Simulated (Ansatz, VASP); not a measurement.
**Two plane-wave programs on C**

```
C
1.0
     2.52210    0.00000    0.00000
    -1.26105    2.18420    0.00000
     0.00000    0.00000    8.23710
C
8
Cartesian
  1.2611 0.7281 6.9501
  0.0000 1.4561 2.8315
  1.2611 0.7281 5.4056
  0.0000 1.4561 1.2870
  0.0000 0.0000 7.4649
  0.0000 0.0000 3.3463
  0.0000 0.0000 4.8908
  0.0000 0.0000 0.7722
```

Alike in both runs: functional b88 exchange, pbe correlation; k mesh 12 × 12 × 4; occupations fermi-dirac, width 0.05 eV; no spin polarisation.

|  | VASP | Ansatz |
| --- | --- | --- |
| version | VASP 6.6.1 | Ansatz 0.2.0 |
| potentials or method | VASP PAW PBE potentials, release 64 (C) | Ansatz PAW |
| plane-wave cutoff (eV) | 600 | 420 |
| valence electrons in the cell | 32 | 32 |
| task | single point | band structure |

VASP gave:

```
gap on the k mesh at the Fermi level (eV)                     : 4.41
least direct gap on the mesh (eV)                             : 5.20
pressure (GPa)                                                : 2.7
traceless stress, the component that is largest in VASP (GPa) : 8.23
rms of the force components (eV/Å)                            : 0.188
```

Problem. Which values does Ansatz return?

Solution. gap on the k mesh at the Fermi level (eV): 4.42; least direct gap on the mesh (eV): 5.21; pressure (GPa): 2.7; traceless stress, the component that is largest in VASP (GPa): 8.23; rms of the force components (eV/Å): 0.188.

VASP's potentials were made for PBE, not for b88 exchange, pbe correlation. Atom by atom the forces differ by 0.001 eV/Å (rms over components).

Noted on Ansatz's run: Pulay correction over one GPa.
